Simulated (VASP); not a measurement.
# Hf2N (P4_2/mnm) in VASP: a series of runs

The runs below take Hf2N through single point, relaxation of cell and atoms, with r2SCAN.

Everything below comes from runs of VASP 6.6.1. Logs are shortened: lines on timing, memory, paths and dates and some standing lists are left out, and cuts for length are marked.

## (1) The cell of the first run

Symmetry: P4_2/mnm, No. 136, tetragonal system. Conventional cell: a = 5.322 Å, b = 5.322 Å, c = 3.258 Å, α = 90.00°, β = 90.00°, γ = 90.00°. Hf (site symmetry m2m) has 3 N at 2.23 to 2.24 Å and 11 Hf at 3.05 to 3.26 Å within 3.3 Å. N (site symmetry mmm) has 6 Hf at 2.23 to 2.24 Å within 3.0 Å.

## (2) Single point, r2SCAN

File POSCAR:

```
Hf2N
1.0
    5.3219023949      0.0000000000      0.0000000000
    0.0000000000      5.3219023949      0.0000000000
    0.0000000000      0.0000000000      3.2578281074
Hf N
4 2
Direct
    0.2970735644      0.2970735644      0.0000000000
    0.7029264356      0.7029264356      0.0000000000
    0.7970735644      0.2029264356      0.5000000000
    0.2029264356      0.7970735644      0.5000000000
    0.0000000000      0.0000000000      0.0000000000
    0.5000000000      0.5000000000      0.5000000000
```

File INCAR.step1:

```
PREC = Accurate
ENCUT = 520
ISMEAR = 0
SIGMA = 0.1
LREAL = False
LASPH = True
NELM = 80
NBANDS = 34
GGA = PE
ALGO = Normal
EDIFF = 1E-4
LWAVE = True
LCHARG = False
```

File INCAR.step2:

```
PREC = Accurate
ENCUT = 520
EDIFF = 1E-6
ISMEAR = 0
SIGMA = 0.1
LREAL = False
LASPH = True
NELM = 80
ALGO = Normal
ISIF = 2
LWAVE = False
LCHARG = True
METAGGA = R2SCAN
LMIXTAU = True
LELF = True
LVHAR = True
NBANDS = 34
ISTART = 1
```

File KPOINTS:

```
Automatic mesh
0
Gamma
  4 4 4
```

Potentials or basis: VASP PAW PBE potentials, release 64 (Hf_pv, N).

Started as:

```bash
cat potpaw_PBE.64/Hf_pv/POTCAR potpaw_PBE.64/N/POTCAR > POTCAR
cp INCAR.step1 INCAR
mpirun -np 1 vasp_std > vasp.out
cp INCAR.step2 INCAR
mpirun -np 1 vasp_std > vasp.out
```

OUTCAR:

```text
PREC = Accurate
   ENCUT = 520
   EDIFF = 1E-6
   ISMEAR = 0
   LREAL = False
   LASPH = True
   NELM = 80
   ISIF = 2
   METAGGA = R2SCAN
   ISTART = 1

 ion  position               nearest neighbor table
   1  0.297  0.297  0.000-   6 2.23   6 2.23   5 2.24   2 3.05   4 3.16   3 3.16   4 3.16   3 3.16
                             4 3.16   4 3.16   3 3.16   3 3.16   2 3.83   2 3.83
   2  0.703  0.703  0.000-   6 2.23   6 2.23   5 2.24   1 3.05   4 3.16   3 3.16   4 3.16   3 3.16
                             3 3.16   3 3.16   4 3.16   4 3.16   1 3.83   1 3.83
   3  0.797  0.203  0.500-   5 2.23   5 2.23   6 2.24   4 3.05   1 3.16   1 3.16   2 3.16   2 3.16
                             2 3.16   2 3.16   1 3.16   1 3.16   4 3.83   4 3.83
   4  0.203  0.797  0.500-   5 2.23   5 2.23   6 2.24   3 3.05   1 3.16   1 3.16   2 3.16   2 3.16
                             1 3.16   1 3.16   2 3.16   2 3.16   3 3.83   3 3.83
   5  0.000  0.000  0.000-   3 2.23   4 2.23   3 2.23   4 2.23   1 2.24   2 2.24
   6  0.500  0.500  0.500-   1 2.23   2 2.23   1 2.23   2 2.23   3 2.24   4 2.24

  LATTYP: Found a simple tetragonal cell.
 ALAT       =     5.3219023949
 C/A-ratio  =     0.6121548021

  Lattice vectors:

 A1 = (   5.3219023949,   0.0000000000,   0.0000000000)
 A2 = (   0.0000000000,   5.3219023949,   0.0000000000)
 A3 = (   0.0000000000,   0.0000000000,   3.2578281074)

Analysis of symmetry for initial positions (statically):
=====================================================================
 Subroutine PRICEL returns:
 Original cell was already a primitive cell.

 Routine SETGRP: Setting up the symmetry group for a
 simple tetragonal supercell.

 Subroutine GETGRP returns: Found 16 space group operations
 (whereof  8 operations were pure point group operations)
 out of a pool of 16 trial point group operations.

The static configuration has the point symmetry D_2h.
 The point group associated with its full space group is D_4h.

Analysis of symmetry for dynamics (positions and initial velocities):
=====================================================================
 Subroutine PRICEL returns:
 Original cell was already a primitive cell.

 Routine SETGRP: Setting up the symmetry group for a
 simple tetragonal supercell.

 Subroutine GETGRP returns: Found 16 space group operations
 (whereof  8 operations were pure point group operations)
 out of a pool of 16 trial point group operations.

The dynamic configuration has the point symmetry D_2h.
 The point group associated with its full space group is D_4h.

 Subroutine INISYM returns: Found 16 space group operations
 (whereof  8 operations are pure point group operations),
 and found     1 'primitive' translations

[... 101 lines left out ...]
   ISIF   =      2    stress and relaxation
   ISYM   =      2    0-nonsym 1-usesym 2-fastsym
   POTIM  = 0.5000    time-step for ionic-motion
   TEBEG  =    0.0;   TEEND  =   0.0 temperature during run
   PSTRESS=    0.0 pullay stress
   NELECT =      50.0000    total number of electrons
   NUPDOWN=      -1.0000    fix difference up-down
   EMIN   =  10.00;   EMAX   =-10.00  energy-range for DOS
   EFERMI =   0.00;   METHOD = LEGACY
   ISMEAR =     0;   SIGMA  =   0.10  broadening in eV -4-tet -1-fermi 0-gaus
   EFERMI_NEDOS =   21; number of points for ismear=-14 and -15
   IALGO  =     38    algorithm
   IMIX   =      4    mixing-type and parameters
     AMIX     =   0.40;   BMIX     =  1.00
     AMIX_MAG =   1.60;   BMIX_MAG =  1.00
  volume/ion in A,a.u.               =      15.38       103.78
  Fermi-wavevector in a.u.,A,eV,Ry     =   1.334681  2.522182 24.237059  1.781374
  Thomas-Fermi vector in A             =   2.463444
   LORBIT       =      0    0 simple, 1 ext, 2 COOP (PROOUT), +10 PAW based schemes
   METAGGA = R2SCAN    functional components
   LHFCALC =     F    Hartree Fock is set to
   AEXX    =    0.0000 exact exchange contribution
   IVDW    =     0    specifies the selected vdW correction
   LEPSILON=     F    determine dielectric tensor
   LRPA    =     F    only Hartree local field effects (RPA)
 non-spin polarized calculation
 Gauss-broadening in eV      SIGMA  =   0.10
  energy-cutoff  :      520.00
  volume of cell :       92.27
 maximum number of plane-waves:      2508
 NGX is ok and might be reduce to    40
   NGX = 19   NGY = 19   NGZ = 13

 number of electron      50.0000001 magnetization

 Free energy of the ion-electron system (eV)
  ---------------------------------------------------
  ext. energy  EPLUGINS =         0.00000000
  ---------------------------------------------------
  free energy    TOTEN  =      -207.26896523 eV

  energy without entropy =     -207.24741695  energy(sigma->0) =     -207.25819109

 E-fermi :   5.9194     XC(G=0): -12.8041

 val. band max:        5.9035788968   @ k =   0.2500   0.0000   0.0000
 cond. band min:       5.9761277255   @ k =   0.2500   0.2500   0.2500
 fundamental gap:      0.0725488287
 Fermi energy:         5.9193687498

 k-point     1 :       0.0000    0.0000    0.0000
  band No.  band energies     occupation
      1     -26.5539      2.00000
      2     -26.0816      2.00000
      3     -25.9993      2.00000
      4     -25.9993      2.00000
      5     -25.7771      2.00000
      6     -25.6460      2.00000
[... 655 lines left out ...]
     33      11.7542      0.00000
     34      11.7542      0.00000

------------------------ aborting loop because EDIFF is reached ----------------------------------------

  FORCE on cell =-STRESS in cart. coord.  units (eV):
  Direction    XX          YY          ZZ          XY          YZ          ZX
  --------------------------------------------------------------------------------------
  -------------------------------------------------------------------------------------
  Total       -0.8156663     -0.8156663     -0.9366919      0.0000000      0.0000000      0.0000000
  in kB      -14.1631921    -14.1631921    -16.2646749      0.0000000      0.0000000      0.0000000
  external PRESSURE =     -14.8636864 kB  Pullay stress =       0.0000000 kB

 VOLUME and BASIS-vectors are now :
 -----------------------------------------------------------------------------
  energy-cutoff  :      520.00
  volume of cell :       92.27
      direct lattice vectors                 reciprocal lattice vectors
     5.321902395  0.000000000  0.000000000     0.187902732  0.000000000  0.000000000
     0.000000000  5.321902395  0.000000000     0.000000000  0.187902732  0.000000000
     0.000000000  0.000000000  3.257828107     0.000000000  0.000000000  0.306952966

 POSITION                                       TOTAL-FORCE (eV/Angst)
 -----------------------------------------------------------------------------------
      1.58100      1.58100      0.00000         0.013260      0.013260     -0.000000
      3.74091      3.74091      0.00000        -0.013260     -0.013260      0.000000
      4.24195      1.07995      1.62891         0.013260     -0.013260     -0.000000
      1.07995      4.24195      1.62891        -0.013260      0.013260     -0.000000
      0.00000      0.00000      0.00000        -0.000000      0.000000     -0.000000
      2.66095      2.66095      1.62891        -0.000000      0.000000     -0.000000
 -----------------------------------------------------------------------------------
    total drift:                               -0.000000      0.000000      0.000000

  FREE ENERGIE OF THE ION-ELECTRON SYSTEM (eV)
  ---------------------------------------------------
  free  energy   TOTEN  =      -207.2689652286 eV

  energy  without entropy=     -207.2474169476  energy(sigma->0) =     -207.25819109
```

It took 84 s on 1 thread of Intel Xeon 6975P-C (Granite Rapids), shared host; peak memory 0.22 GiB.

What came out:

```
Free energy            : -207.2690 eV
Pressure               : -1.5 GPa
Largest force          : 0.019 eV/Å
Band gap on the k mesh : zero (bands 25 and 26 overlap by 2.76 eV)
```

Forces in eV/Å, atoms in the order of the input:
```
Hf   0.013  0.013  0.000
Hf  -0.013 -0.013  0.000
Hf   0.013 -0.013  0.000
Hf  -0.013  0.013  0.000
N    0.000  0.000  0.000
N    0.000  0.000  0.000
```

Caveat: the k points lie up to 0.48 Å⁻¹ apart, too coarse for converged energies and pressures of a metal; the PAW data sets were made with another functional, which shifts forces and pressure a little; spin-orbit coupling is left out, which moves the levels of the heavy elements.

## (3) Single point, r2SCAN

File POSCAR:

```
Hf2N
1.0
    5.3262115183      0.0000000000      0.0000000000
    0.0000000000      5.3262115183      0.0000000000
    0.0000000000      0.0000000000      3.2476379377
Hf N
4 2
Direct
    0.2947229500      0.2947229500      0.0000000000
    0.7052770500      0.7052770500      0.0000000000
    0.7947229500      0.2052770500      0.5000000000
    0.2052770500      0.7947229500      0.5000000000
    0.0000000000      0.0000000000      0.0000000000
    0.5000000000      0.5000000000      0.5000000000
```

File INCAR.step1:

```
PREC = Accurate ; ENCUT = 520
ISMEAR = 0 ; SIGMA = 0.1
LREAL = F ; LASPH = T
NELM = 80 ; NBANDS = 34
GGA = PE ; ALGO = Normal
EDIFF = 1E-4 ; LWAVE = T
LCHARG = F
```

File INCAR.step2:

```
PREC = Accurate ; ENCUT = 520
EDIFF = 1E-6 ; ISMEAR = 0
SIGMA = 0.1 ; LREAL = F
LASPH = T ; NELM = 80
ALGO = Normal ; ISIF = 2
LWAVE = F ; LCHARG = F
METAGGA = R2SCAN ; LMIXTAU = T
NBANDS = 34 ; ISTART = 1
```

File KPOINTS:

```
Automatic mesh
0
Gamma
  4 4 6
```

Potentials or basis: VASP PAW PBE potentials, release 64 (Hf_pv, N).

Started as:

```bash
cat potpaw_PBE.64/Hf_pv/POTCAR potpaw_PBE.64/N/POTCAR > POTCAR
cp INCAR.step1 INCAR
mpirun -np 1 vasp_std > vasp.out
cp INCAR.step2 INCAR
mpirun -np 1 vasp_std > vasp.out
```

It took 1.8 min on 1 thread of Intel Xeon 6975P-C (Granite Rapids), shared host; peak memory 0.23 GiB.

The run converged. Its results:

```yaml
Free_energy: -207.3476 eV
Pressure: -1.5 GPa
Largest_force: 0.007 eV/Å
Band_gap_on_the_k_mesh: zero (bands 25 and 26 overlap by 2.74 eV)
```

Forces on the atoms (eV/Å):
```
Hf   0.005  0.005  0.000
Hf  -0.005 -0.005  0.000
Hf   0.005 -0.005  0.000
Hf  -0.005  0.005  0.000
N    0.000  0.000  0.000
N    0.000  0.000  0.000
```

Stress tensor (GPa, compression positive):
```
-1.46  0.00  0.00
 0.00 -1.46  0.00
 0.00  0.00 -1.61
```

Levels at points of the mesh, in eV from the Fermi level:
```
           k point  band 22  band 23  band 24  band 25  band 26  band 27  band 28  band 29
(0.00, 0.00, 0.00)    -2.15    -0.36     1.07     1.20     1.20     1.27     1.92     2.07
(0.50, 0.00, 0.00)    -2.63    -1.04    -1.04     1.49     1.49     2.11     2.11     2.21
(0.50, 0.50, 0.00)    -1.90    -1.38    -1.38     1.09     1.09     1.70     1.70     2.15
(0.00, 0.00, 0.50)    -1.56    -1.25    -1.25    -1.25    -1.25     2.35     2.35     3.96
(0.50, 0.00, 0.50)    -1.90    -1.22    -1.22    -1.00    -1.00     1.91     1.91     4.10
(0.50, 0.50, 0.50)    -1.78    -0.68    -0.68    -0.68    -0.68     1.41     1.41     3.06
```

Caveat: the PAW data sets were made with another functional, which shifts forces and pressure a little; spin-orbit coupling is left out, which moves the levels of the heavy elements.

(Continued in part 2 of 2.)
